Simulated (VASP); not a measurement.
A run of VASP 6.6.1 is set up as follows.

The input POSCAR:

```
GaN
1.0
    2.9672035378      0.0000000000      0.0000000000
   -1.4836017689      2.5696736419      0.0000000000
    0.0000000000      0.0000000000      5.0329255193
Ga N
2 2
Direct
    0.0000000000      0.0000000000      0.0000000000
    0.0000000000      0.0000000000      0.5000000000
    0.3333333333      0.6666666667      0.2500000000
    0.6666666667      0.3333333333      0.7500000000
```

Contents of INCAR.step1:

```
  ALGO = Normal
  EDIFF = 1E-5
  ENCUT = 520
  GGA = PE
  ISIF = 2
  ISMEAR = 0
  LASPH = True
  LREAL = False
  LWAVE = True
  NBANDS = 26
  NELM = 60
  PREC = Accurate
  SIGMA = 0.01
```

INCAR.step2

```
  ALGO = Normal
  EDIFF = 1E-6
  ENCUT = 520
  GGA = PE
  HFSCREEN = 0.2079
  ISIF = 2
  ISMEAR = 0
  ISTART = 1
  LASPH = True
  LCHARG = True
  LELF = True
  LHFCALC = True
  LREAL = False
  LVHAR = True
  LWAVE = False
  NBANDS = 26
  NELM = 60
  PREC = Accurate
  PRECFOCK = Normal
  SIGMA = 0.01
```

KPOINTS

```
k-points
0
Gamma
  6 6 2
```

Potentials or basis: VASP PAW PBE potentials, release 64 (Ga_d, N).

Run with:

```sh
$ cat potpaw_PBE.64/Ga_d/POTCAR potpaw_PBE.64/N/POTCAR > POTCAR
$ cp INCAR.step1 INCAR
$ mpirun -np 1 vasp_std > vasp.out
$ cp INCAR.step2 INCAR
$ mpirun -np 1 vasp_std > vasp.out
```

(1) Estimate the pressure.

(2) What does it give for the band gap on the k mesh?

Answers

(1) -0.5 GPa.

(2) 2.67 eV, indirect (least direct gap 3.08 eV).

Caveat: the k points lie up to 0.62 Å⁻¹ apart; the PAW data sets were made with another functional, which shifts forces and pressure a little.
